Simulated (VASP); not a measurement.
# TiC in VASP: single point with r2SCAN

Aim: the single point of TiC with r2SCAN.

Everything below comes from runs of VASP 6.6.1. Logs are shortened: lines on timing, memory, paths and dates and some standing lists are left out, and cuts for length are marked.

## 1. The cell of the first run

The typed cell holds 4 atoms: a = 3.605 Å, b = 3.605 Å, c = 4.285 Å, α = 90.00°, β = 90.00°, γ = 120.00°.

## 2. Single point, r2SCAN

Contents of POSCAR:

```
TiC
1.0
    3.6048529153      0.0000000000      0.0000000000
   -1.8024264577      3.1218942016      0.0000000000
    0.0000000000      0.0000000000      4.2849919965
Ti C
2 2
Direct
    0.3333333333      0.6666666667      0.9410369259
    0.6666666667      0.3333333333      0.4410369259
    0.3333333333      0.6666666667      0.4410630741
    0.6666666667      0.3333333333      0.9410630741
```

Contents of INCAR.step1:

```
PREC     = Accurate       # precision mode
ENCUT    = 520            # plane-wave cutoff, eV
ISMEAR   = 0              # smearing method
SIGMA    = 0.1            # smearing width, eV
LREAL    = False          # projectors in reciprocal space
LASPH    = True           # aspherical terms in the spheres
NELM     = 100            # most SCF steps
NBANDS   = 24             # bands
GGA      = PE             # functional
ALGO     = Normal         # electronic algorithm
EDIFF    = 1E-4           # SCF threshold, eV
LWAVE    = True           # write WAVECAR
LCHARG   = False          # write CHGCAR
```

Contents of INCAR.step2:

```
PREC     = Accurate       # precision mode
ENCUT    = 520            # plane-wave cutoff, eV
EDIFF    = 1E-6           # SCF threshold, eV
ISMEAR   = 0              # smearing method
SIGMA    = 0.1            # smearing width, eV
LREAL    = False          # projectors in reciprocal space
LASPH    = True           # aspherical terms in the spheres
NELM     = 100            # most SCF steps
ALGO     = Normal         # electronic algorithm
ISIF     = 2              # what is computed and relaxed
LWAVE    = False          # write WAVECAR
LCHARG   = False          # write CHGCAR
METAGGA  = R2SCAN         # meta-GGA
LMIXTAU  = True         
NBANDS   = 24             # bands
ISTART   = 1
```

Contents of KPOINTS:

```
Automatic mesh
0
Gamma
  12 12 12
```

Potentials or basis: VASP PAW PBE potentials, release 64 (Ti_sv, C).

Command:

```bash
$ cat potpaw_PBE.64/Ti_sv/POTCAR potpaw_PBE.64/C/POTCAR > POTCAR
$ cp INCAR.step1 INCAR
$ mpirun -np 1 vasp_std > vasp.out
$ cp INCAR.step2 INCAR
$ mpirun -np 1 vasp_std > vasp.out
```

OUTCAR:

```text
PREC = Accurate
   ENCUT = 520
   EDIFF = 1E-6
   ISMEAR = 0
   LREAL = False
   LASPH = True
   NELM = 100
   ISIF = 2
   METAGGA = R2SCAN
   ISTART = 1

 ion  position               nearest neighbor table
   1  0.333  0.667  0.941-   4 2.08   4 2.08   4 2.08   3 2.14   3 2.14
   2  0.667  0.333  0.441-   3 2.08   3 2.08   3 2.08   4 2.14   4 2.14
   3  0.333  0.667  0.441-   2 2.08   2 2.08   2 2.08   1 2.14   1 2.14
   4  0.667  0.333  0.941-   1 2.08   1 2.08   1 2.08   2 2.14   2 2.14

  LATTYP: Found a hexagonal cell.
 ALAT       =     3.6048529153
 C/A-ratio  =     1.1886731851

  Lattice vectors:

 A1 = (   3.6048529153,   0.0000000000,   0.0000000000)
 A2 = (  -1.8024264577,   3.1218942016,   0.0000000000)
 A3 = (   0.0000000000,   0.0000000000,   4.2849919965)

Analysis of symmetry for initial positions (statically):
=====================================================================
 Subroutine PRICEL returns:
 Original cell was already a primitive cell.

 Routine SETGRP: Setting up the symmetry group for a
 hexagonal supercell.

 Subroutine GETGRP returns: Found 12 space group operations
 (whereof  6 operations were pure point group operations)
 out of a pool of 24 trial point group operations.

The static configuration has the point symmetry C_3v.
 The point group associated with its full space group is C_6v.

Analysis of symmetry for dynamics (positions and initial velocities):
=====================================================================
 Subroutine PRICEL returns:
 Original cell was already a primitive cell.

 Routine SETGRP: Setting up the symmetry group for a
 hexagonal supercell.

 Subroutine GETGRP returns: Found 12 space group operations
 (whereof  6 operations were pure point group operations)
 out of a pool of 24 trial point group operations.

The dynamic configuration has the point symmetry C_3v.
 The point group associated with its full space group is C_6v.

 Subroutine INISYM returns: Found 12 space group operations
 (whereof  6 operations are pure point group operations),
 and found     1 'primitive' translations

----------------------------------------------------------------------------------------

                                     Primitive cell

  volume of cell :      48.2232

  direct lattice vectors                    reciprocal lattice vectors
     3.604852915  0.000000000  0.000000000     0.277403829  0.160159175  0.000000000
    -1.802426458  3.121894202  0.000000000     0.000000000  0.320318350  0.000000000
     0.000000000  0.000000000  4.284991996     0.000000000  0.000000000  0.233372665

  length of vectors
     3.604852915  3.604852915  4.284991996     0.320318350  0.320318350  0.233372665

  position of ions in fractional coordinates (direct lattice)
     0.333333333  0.666666667  0.941036926
     0.666666667  0.333333333  0.441036926
     0.333333333  0.666666667  0.441063074
     0.666666667  0.333333333  0.941063074

  ion indices of the primitive-cell ions
   primitive index   ion index
                 1           1
                 2           2
                 3           3
                 4           4

----------------------------------------------------------------------------------------

 KPOINTS: Automatic mesh

Automatic generation of k-mesh.
 Grid dimensions read from file:
 generate k-points for:   12   12   12

 Generating k-lattice:

  Cartesian coordinates                     Fractional coordinates (reciprocal lattice)
     0.023116986  0.013346598  0.000000000     0.083333333  0.000000000  0.000000000
     0.000000000  0.026693196  0.000000000     0.000000000  0.083333333  0.000000000
     0.000000000  0.000000000  0.019447722     0.000000000  0.000000000  0.083333333

  Length of vectors
     0.026693196  0.026693196  0.019447722

  Shift w.r.t. Gamma in fractional coordinates (k-lattice)
     0.000000000  0.000000000  0.000000000

 Subroutine IBZKPT returns following result:
 ===========================================

 Found    133 irreducible k-points:

 Following reciprocal coordinates:
            Coordinates               Weight
  0.000000  0.000000  0.000000      1.000000
  0.083333 -0.000000  0.000000      6.000000
  0.166667 -0.000000  0.000000      6.000000
  0.250000 -0.000000  0.000000      6.000000
  0.333333 -0.000000  0.000000      6.000000
  0.416667 -0.000000  0.000000      6.000000
[... 16 lines left out ...]
  0.250000 -0.000000  0.083333     12.000000
  0.333333 -0.000000  0.083333     12.000000
 [... further k-points ...]
   k-points           NKPTS =    133   k-points in BZ     NKDIM =    133   number of bands    NBANDS=     24
   number of dos      NEDOS =    301   number of ions     NIONS =      4
   total plane-waves  NPLWV =  25088
   dimension x,y,z NGX =    28 NGY =   28 NGZ =   32
   dimension x,y,z NGXF=    56 NGYF=   56 NGZF=   64
   ions per type =               2   2
   NGX,Y,Z   is equivalent  to a cutoff of  12.91, 12.91, 12.42 a.u.
   NGXF,Y,Z  is equivalent  to a cutoff of  25.83, 25.83, 24.83 a.u.
 SYSTEM =  unknown system
   PREC   = accura    normal or accurate (medium, high low for compatibility)
   ISTART =      1    job   : 0-new  1-cont  2-samecut
   ICHARG =      0    charge: 1-file 2-atom 10-const
   ISPIN  =      1    spin polarized calculation?
   LNONCOLLINEAR =      F non collinear calculations
   LSORBIT =      F    spin-orbit coupling
   LASPH  =      T    aspherical Exc in radial PAW
   ENCUT  =  520.0 eV  38.22 Ry    6.18 a.u.   6.70  6.70  7.97*2*pi/ulx,y,z
   NELM   =    100;   NELMIN=  2; NELMDL=  0     # of ELM steps
   EDIFF  = 0.1E-05   stopping-criterion for ELM
   LREAL  =      F    real-space projection
   EDIFFG = 0.1E-04   stopping-criterion for IOM
   NSW    =      0    number of steps for IOM
   IBRION =     -1    ionic relax: 0-MD 1-quasi-New 2-CG
   NFREE  =      0    steps in history (QN), initial steepest desc. (CG)
   ISIF   =      2    stress and relaxation
   ISYM   =      2    0-nonsym 1-usesym 2-fastsym
   POTIM  = 0.5000    time-step for ionic-motion
   TEBEG  =    0.0;   TEEND  =   0.0 temperature during run
   PSTRESS=    0.0 pullay stress
   NELECT =      32.0000    total number of electrons
   NUPDOWN=      -1.0000    fix difference up-down
   EMIN   =  10.00;   EMAX   =-10.00  energy-range for DOS
   EFERMI =   0.00;   METHOD = LEGACY
   ISMEAR =     0;   SIGMA  =   0.10  broadening in eV -4-tet -1-fermi 0-gaus
   EFERMI_NEDOS =   21; number of points for ismear=-14 and -15
   IALGO  =     38    algorithm
   IMIX   =      4    mixing-type and parameters
     AMIX     =   0.40;   BMIX     =  1.00
     AMIX_MAG =   1.60;   BMIX_MAG =  1.00
  volume/ion in A,a.u.               =      12.06        81.36
  Fermi-wavevector in a.u.,A,eV,Ry     =   1.427928  2.698392 27.741976  2.038978
  Thomas-Fermi vector in A             =   2.548045
   LORBIT       =      0    0 simple, 1 ext, 2 COOP (PROOUT), +10 PAW based schemes
   METAGGA = R2SCAN    functional components
   LHFCALC =     F    Hartree Fock is set to
   AEXX    =    0.0000 exact exchange contribution
   IVDW    =     0    specifies the selected vdW correction
   LEPSILON=     F    determine dielectric tensor
   LRPA    =     F    only Hartree local field effects (RPA)
 non-spin polarized calculation
 Gauss-broadening in eV      SIGMA  =   0.10
  energy-cutoff  :      520.00
  volume of cell :       48.22
 maximum number of plane-waves:      1332
 NGX is ok and might be reduce to    28
   NGX = 13   NGY = 13   NGZ = 15

 number of electron      32.0000004 magnetization

 Free energy of the ion-electron system (eV)
  ---------------------------------------------------
  ext. energy  EPLUGINS =         0.00000000
  ---------------------------------------------------
  free energy    TOTEN  =       -48.77602315 eV

  energy without entropy =      -48.77436663  energy(sigma->0) =      -48.77519489

 E-fermi :   7.2622     XC(G=0): -12.2995

 val. band max:        7.2606229648   @ k =   0.0833   0.0833   0.0833
 cond. band min:       7.2721196561   @ k =   0.4167   0.0833   0.0000
 fundamental gap:      0.0114966913
 Fermi energy:         7.2621552360

 k-point     1 :       0.0000    0.0000    0.0000
  band No.  band energies     occupation
      1     -51.6216      2.00000
      2     -51.5193      2.00000
      3     -26.9458      2.00000
      4     -26.8947      2.00000
      5     -26.8947      2.00000
      6     -26.7350      2.00000
[... 16 lines left out ...]
     23      13.7722      0.00000
     24      13.8619      0.00000

 k-point     2 :       0.0833   -0.0000    0.0000
  band No.  band energies     occupation
      1     -51.6196      2.00000
      2     -51.5204      2.00000
      3     -26.9386      2.00000
      4     -26.8996      2.00000
      5     -26.8987      2.00000
      6     -26.7430      2.00000
[... 16 lines left out ...]
     23      13.5422      0.00000
     24      13.5985      0.00000

 k-point     3 :       0.1667   -0.0000    0.0000
  band No.  band energies     occupation
      1     -51.6139      2.00000
      2     -51.5237      2.00000
      3     -26.9180      2.00000
      4     -26.9129      2.00000
      5     -26.9090      2.00000
      6     -26.7649      2.00000
[... 16 lines left out ...]
     23      12.9222      0.00000
     24      13.2629      0.00000

 k-point     4 :       0.2500   -0.0000    0.0000
  band No.  band energies     occupation
      1     -51.6053      2.00000
      2     -51.5290      2.00000
      3     -26.9310      2.00000
      4     -26.9226      2.00000
      5     -26.8861      2.00000
      6     -26.7944      2.00000
[... 16 lines left out ...]
     23      12.0386      0.00000
     24      12.6775      0.00000

 k-point     5 :       0.3333   -0.0000    0.0000
  band No.  band energies     occupation
      1     -51.5950      2.00000
      2     -51.5360      2.00000
      3     -26.9493      2.00000
      4     -26.9356      2.00000
      5     -26.8472      2.00000
      6     -26.8237      2.00000
[... 451 lines left out ...]
 k-point    22 :       0.1667   -0.0000    0.0833
  band No.  band energies     occupation
      1     -51.6124      2.00000
      2     -51.5252      2.00000
      3     -26.9368      2.00000
      4     -26.9060      2.00000
      5     -26.8856      2.00000
      6     -26.7702      2.00000
[... 16 lines left out ...]
     23      12.9512      0.00000
     24      13.3806      0.00000

 k-point    23 :       0.2500   -0.0000    0.0833
  band No.  band energies     occupation
      1     -51.6040      2.00000
      2     -51.5303      2.00000
      3     -26.9480      2.00000
      4     -26.9193      2.00000
      5     -26.8623      2.00000
      6     -26.8019      2.00000
[... 16 lines left out ...]
     23      12.0892      0.00000
     24      12.7834      0.00000

 k-point    24 :       0.3333   -0.0000    0.0833
  band No.  band energies     occupation
      1     -51.5940      2.00000
      2     -51.5370      2.00000
      3     -26.9631      2.00000
      4     -26.9321      2.00000
      5     -26.8400      2.00000
      6     -26.8216      2.00000
[... 16 lines left out ...]
     23      11.5397      0.00000
     24      12.1796      0.00000

 [... further k-points ...]
[... 5 lines left out ...]
  --------------------------------------------------------------------------------------
  -------------------------------------------------------------------------------------
  Total        0.2024110      0.2024110      0.2168148     -0.0000000      0.0000000      0.0000000
  in kB        6.7249475      6.7249475      7.2035026     -0.0000000      0.0000000      0.0000000
  external PRESSURE =       6.8844659 kB  Pullay stress =       0.0000000 kB

 VOLUME and BASIS-vectors are now :
 -----------------------------------------------------------------------------
  energy-cutoff  :      520.00
  volume of cell :       48.22
      direct lattice vectors                 reciprocal lattice vectors
     3.604852915  0.000000000  0.000000000     0.277403829  0.160159175  0.000000000
    -1.802426458  3.121894202  0.000000000     0.000000000  0.320318350  0.000000000
     0.000000000  0.000000000  4.284991996     0.000000000  0.000000000  0.233372665

 POSITION                                       TOTAL-FORCE (eV/Angst)
 -----------------------------------------------------------------------------------
     -0.00000      2.08126      4.03234         0.000000      0.000000     -0.000827
      1.80243      1.04063      1.88984         0.000000      0.000000     -0.000827
     -0.00000      2.08126      1.88995        -0.000000     -0.000000      0.000827
      1.80243      1.04063      4.03245        -0.000000      0.000000      0.000827
 -----------------------------------------------------------------------------------
    total drift:                               -0.000000      0.000000     -0.009459

  FREE ENERGIE OF THE ION-ELECTRON SYSTEM (eV)
  ---------------------------------------------------
  free  energy   TOTEN  =       -48.7760231485 eV

  energy  without entropy=      -48.7743666255  energy(sigma->0) =      -48.77519489
```

Wall time 14 min (1 thread of Intel Xeon 8259CL, shared host); peak memory 0.27 GiB.

Results:

| Item | Value |
| --- | --- |
| Free energy | -48.7760 eV |
| Pressure | 0.7 GPa |
| Band gap on the k mesh | zero (bands 16 and 17 overlap by 1.17 eV) |

Levels at points of the mesh, in eV from the Fermi level:
| k point | band 12 | band 13 | band 14 | band 15 | band 16 | band 17 | band 18 | band 19 | band 20 | band 21 |
| --- | --- | --- | --- | --- | --- | --- | --- | --- | --- | --- |
| (0.00, 0.00, 0.00) | -2.86 | -2.72 | -2.72 | -2.72 | 0.88 | 0.88 | 1.81 | 2.04 | 3.20 | 3.20 |
| (0.50, 0.00, 0.00) | -2.03 | -2.00 | -1.88 | -1.70 | -0.25 | 0.13 | 1.40 | 2.71 | 2.93 | 3.45 |
| (0.00, 0.00, 0.50) | -3.21 | -3.20 | -3.20 | -3.20 | -3.20 | 2.88 | 2.88 | 2.88 | 2.88 | 5.39 |
| (0.50, 0.00, 0.50) | -4.65 | -2.48 | -2.48 | -1.91 | -1.91 | 2.00 | 2.00 | 2.42 | 2.42 | 4.11 |

Caveat: the PAW data sets were made with another functional, which shifts forces and pressure a little.
